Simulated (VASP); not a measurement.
Here is a VASP 6.6.1 calculation.

File INCAR:

```
  PREC = Accurate
  ENCUT = 520
  EDIFF = 1E-7
  ISMEAR = 0
  SIGMA = 0.15
  LREAL = False
  LASPH = True
  NELM = 100
  ALGO = Normal
  ISIF = 2
  LWAVE = False
  LCHARG = False
  GGA = PE
  IVDW = 12
  NBANDS = 84
```

KPOINTS

```
regular mesh
0
Gamma
  3 2 4
```

File POSCAR:

```
Ti12H
1.0
    5.9000000000      0.0000000000      0.0000000000
   -4.4250000000      7.6643250000      0.0000000000
    0.0000000000      0.0000000000      4.6846000000
Ti H
12 1
Direct
    0.0016576064      0.0025940967      0.0022206805
    0.1669061646      0.2224570331      0.5007853392
   -0.0019301210      0.3320931719     -0.0008670964
    0.1625940410      0.5495904727      0.5040007685
   -0.0174995457      0.6603077244     -0.0034587798
    0.1622711333      0.8920862568      0.5054151902
    0.5069833725      0.0098718413     -0.0015192332
    0.6669921643      0.2244582530      0.4987465312
    0.5008668462      0.3346513881     -0.0042281091
    0.6630800039      0.5519835080      0.4973543099
    0.5084301125      0.6617709974     -0.0029172181
    0.6747165444      0.8929092908      0.5051549759
    0.3326242203      0.7775552315      0.4161437476
```

Potentials or basis: VASP PAW PBE potentials, release 64 (Ti_sv, H).

Command:

```sh
$ cat potpaw_PBE.64/Ti_sv/POTCAR potpaw_PBE.64/H/POTCAR > POTCAR
$ mpirun -np 1 vasp_std > vasp.out
```

**Question.** What does it give for the dispersion energy per atom?

**Answer.** -0.560 eV.

**Question.** Predict the band gap on the k mesh.

**Answer.** Zero (an odd number of electrons rules out a gap without spin polarisation).

Forces in eV/Å, atoms in the order of the input:
```
Ti   0.003 -0.002  0.071
Ti  -0.001 -0.003  0.051
Ti  -0.001  0.000  0.035
Ti   0.001 -0.002  0.075
Ti   0.000 -0.003  0.009
Ti  -0.002 -0.003  0.096
Ti   0.000 -0.005  0.033
Ti  -0.001  0.002  0.033
Ti  -0.003  0.007  0.005
Ti   0.002 -0.002  0.021
Ti  -0.001 -0.001  0.015
Ti  -0.001  0.004  0.095
H    0.003  0.008 -0.538
```

Caveat: the k points lie up to 0.41 Å⁻¹ apart, too coarse for converged energies and pressures of a metal.
